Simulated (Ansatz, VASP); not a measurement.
**One calculation of WS2, two programs**

Contents of INCAR:

```
SYSTEM = WS2
PREC     = Accurate       ! precision mode
ENCUT    = 520            ! plane-wave cutoff, eV
EDIFF    = 1E-6           ! SCF threshold, eV
ISMEAR   = 0              ! smearing method
SIGMA    = 0.05           ! smearing width, eV
LREAL    = .False.        ! projectors in reciprocal space
LASPH    = .True.         ! aspherical terms in the spheres
NELM     = 60             ! most SCF steps
ALGO     = Normal         ! electronic algorithm
ISIF     = 2              ! what is computed and relaxed
LWAVE    = .False.        ! write WAVECAR
LCHARG   = .True.         ! write CHGCAR
GGA      = PS             ! functional
LELF     = .True.         ! ELF
LVHAR    = .True.       
NBANDS   = 35             ! bands
```

The input KPOINTS:

```
regular mesh
0
Gamma
  12 12 2
  0 0 0
```

Contents of POSCAR:

```
WS2
1.0
    3.1848654646      0.0000000000      0.0000000000
   -1.5924327323      2.7581744000      0.0000000000
    0.0000000000      0.0000000000     24.8403581914
W S
2 4
Direct
    0.3333333333      0.6666666667      0.6345659624
    0.6666666667      0.3333333333      0.3654340376
    0.3333333333      0.6666666667      0.2989660749
    0.6666666667      0.3333333333      0.5680485953
    0.3333333333      0.6666666667      0.4319514047
    0.6666666667      0.3333333333      0.7010339251
```

Input for Ansatz:

```yaml
crystal:
  lattice:
    - [3.1848654646, 0.0, 0.0]
    - [-1.5924327323, 2.7581744, 0.0]
    - [0.0, 0.0, 24.8403581914]
  atoms:
    - { symbol: W, position: [0.3333333333, 0.6666666667, 0.6345659624] }
    - { symbol: W, position: [0.6666666667, 0.3333333333, 0.3654340376] }
    - { symbol: S, position: [0.3333333333, 0.6666666667, 0.2989660749] }
    - { symbol: S, position: [0.6666666667, 0.3333333333, 0.5680485953] }
    - { symbol: S, position: [0.3333333333, 0.6666666667, 0.4319514047] }
    - { symbol: S, position: [0.6666666667, 0.3333333333, 0.7010339251] }
basis:
  ecutwfc: 420
kpoints:
  mp_grid: { grid: [12, 12, 2] }
hamiltonian:
  xc: pbesol
  pseudopotentials: { kind: paw, azcp: { folder: soft_1 } }
scf:
  occupations: { method: gaussian, width: 0.05 }
output:
  forces: true
  stress: true
  eigenvalues: true
```

Alike in both runs: task single point; functional PBEsol; k mesh 12 × 12 × 2; occupations gaussian, width 0.05 eV; no spin polarisation.

```csv
,VASP,Ansatz
version,VASP 6.6.1,Ansatz 0.2.0
potentials or method,"VASP PAW PBE potentials, release 64 (W_sv, S), cutoff 520 eV","scalar-relativistic, plane waves, PAW"
valence electrons in the cell,52,52
```

```csv
,VASP,Ansatz,Ansatz less VASP
gap on the k mesh at the Fermi level (eV),1.50,1.50,-0.001
least direct gap on the mesh (eV),1.96,1.96,-0.002
rms of the force components (eV/Å),0.811,0.819,+0.0078
```

VASP's potentials were made for PBE, not for PBEsol, and Ansatz warns of the same on its side. Atom by atom the forces differ by 0.008 eV/Å (rms over components). With one functional, cell and mesh, what is left measures potentials, basis and numerics.

Spin-orbit coupling is off throughout.
